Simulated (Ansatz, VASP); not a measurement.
## SiO2: VASP beside Ansatz

File POSCAR:

```
SiO2
1.0
    5.0360753492      0.0000000000      0.0000000000
   -2.5180376746      4.3613691878      0.0000000000
    0.0000000000      0.0000000000      8.5650778639
Si O
4 8
Direct
    0.6666666667      0.3333333333      0.9370460701
    0.6666666667      0.3333333333      0.5629539299
    0.3333333333      0.6666666667      0.0629539299
    0.3333333333      0.6666666667      0.4370460701
    0.0000000000      0.4133082063      0.0000000000
    0.4133082063      0.4133082063      0.5000000000
    0.5866917937      0.0000000000      0.5000000000
    0.5866917937      0.5866917937      0.0000000000
    0.0000000000      0.5866917937      0.5000000000
    0.6666666667      0.3333333333      0.7500000000
    0.3333333333      0.6666666667      0.2500000000
    0.4133082063      0.0000000000      0.0000000000
```

The input INCAR.step1:

```
SYSTEM = SiO2
  ALGO = Normal
  EDIFF = 1E-4
  ENCUT = 520
  GGA = PE
  ISMEAR = 0
  LASPH = .TRUE.
  LCHARG = .FALSE.
  LREAL = .FALSE.
  LWAVE = .TRUE.
  NBANDS = 44
  NELM = 60
  PREC = Accurate
  SIGMA = 0.02
```

File INCAR.step2:

```
SYSTEM = SiO2
  ALGO = Normal
  EDIFF = 1E-7
  ENCUT = 520
  ISIF = 2
  ISMEAR = 0
  ISTART = 1
  LASPH = .TRUE.
  LCHARG = .FALSE.
  LMIXTAU = .TRUE.
  LREAL = .FALSE.
  LWAVE = .FALSE.
  METAGGA = R2SCAN
  NBANDS = 44
  NELM = 60
  PREC = Accurate
  SIGMA = 0.02
```

The input KPOINTS:

```
k-points
0
G
  6 6 4
  0 0 0
```

Input for Ansatz:

```yaml
crystal:
  lattice:
    - [5.0360753492, 0.0, 0.0]
    - [-2.5180376746, 4.3613691878, 0.0]
    - [0.0, 0.0, 8.5650778639]
  atoms:
    - { symbol: Si, position: [0.6666666667, 0.3333333333, 0.9370460701] }
    - { symbol: Si, position: [0.6666666667, 0.3333333333, 0.5629539299] }
    - { symbol: Si, position: [0.3333333333, 0.6666666667, 0.0629539299] }
    - { symbol: Si, position: [0.3333333333, 0.6666666667, 0.4370460701] }
    - { symbol: O, position: [0.0, 0.4133082063, 0.0] }
    - { symbol: O, position: [0.4133082063, 0.4133082063, 0.5] }
    - { symbol: O, position: [0.5866917937, 0.0, 0.5] }
    - { symbol: O, position: [0.5866917937, 0.5866917937, 0.0] }
    - { symbol: O, position: [0.0, 0.5866917937, 0.5] }
    - { symbol: O, position: [0.6666666667, 0.3333333333, 0.75] }
    - { symbol: O, position: [0.3333333333, 0.6666666667, 0.25] }
    - { symbol: O, position: [0.4133082063, 0.0, 0.0] }
basis:
  ecutwfc: 500
kpoints:
  mp_grid: { grid: [6, 6, 4] }
  band_path: { path: [VBM, CBM], npoints: 2 }
hamiltonian:
  xc: r2scan
scf:
  occupations: { method: gaussian, width: 0.02 }
output:
  forces: false
  stress: false
  eigenvalues: true
checkpoint:
  read: start.run
  write: ck
  compress: false
  write_wavefunctions: false
  write_every: 100000
```

Alike in both runs: task single point; functional r2SCAN; k mesh 6 × 6 × 4; occupations gaussian, width 0.02 eV; no spin polarisation.

```csv
,VASP,Ansatz
version,VASP 6.6.1,Ansatz 0.2.0
potentials or method,"VASP PAW PBE potentials, release 64 (Si, O), cutoff 520 eV","scalar-relativistic, plane waves, PAW"
valence electrons in the cell,64,64
```

```csv
,VASP,Ansatz,Ansatz less VASP
gap on the k mesh at the Fermi level (eV),6.18,6.18,+0.004
least direct gap on the mesh (eV),6.24,6.24,+0.004
```

VASP's potentials were made for PBE, not for r2SCAN. With one functional, cell and mesh, what is left measures potentials, basis and numerics.
